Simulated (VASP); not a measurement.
Here is a VASP 6.6.1 calculation.

The input INCAR:

```
SYSTEM = Al3Ni2
  ALGO = Fast
  EDIFF = 1E-6
  ENCUT = 520
  GGA = PS
  ISIF = 2
  ISMEAR = 0
  LASPH = .TRUE.
  LCHARG = .FALSE.
  LREAL = .FALSE.
  LWAVE = .FALSE.
  NBANDS = 22
  NELM = 100
  PREC = Accurate
  SIGMA = 0.1
```

File KPOINTS:

```
k-points
0
G
  12 12 8
  0 0 0
```

File POSCAR:

```
Al3Ni2
1.0
    3.9613518609      0.0000000000      0.0000000000
   -1.9806759304      3.4306313449      0.0000000000
    0.0000000000      0.0000000000      4.8136531921
Al Ni
3 2
Direct
    0.0000000000      0.0000000000      0.0000000000
    0.3333333333      0.6666666667      0.6471960606
    0.6666666667      0.3333333333      0.3528039394
    0.3333333333      0.6666666667      0.1459584821
    0.6666666667      0.3333333333      0.8540415179
```

Potentials or basis: VASP PAW PBE potentials, release 64 (Al, Ni).

Launch:

```console
$ cat potpaw_PBE.64/Al/POTCAR potpaw_PBE.64/Ni/POTCAR > POTCAR
$ mpirun -np 1 vasp_std > vasp.out
```

What does it give for the largest force?

0.015 eV/Å.

Predict the pressure.

4.7 GPa.

Forces in eV/Å, atoms in the order of the input:
```
Al   0.000  0.000  0.000
Al   0.000  0.000  0.004
Al   0.000  0.000 -0.004
Ni   0.000  0.000  0.015
Ni   0.000  0.000 -0.015
```

Caveat: the PAW data sets were made with another functional, which shifts forces and pressure a little. Spin polarisation is off, so any magnetic state and its effect on volume and gap are missing.
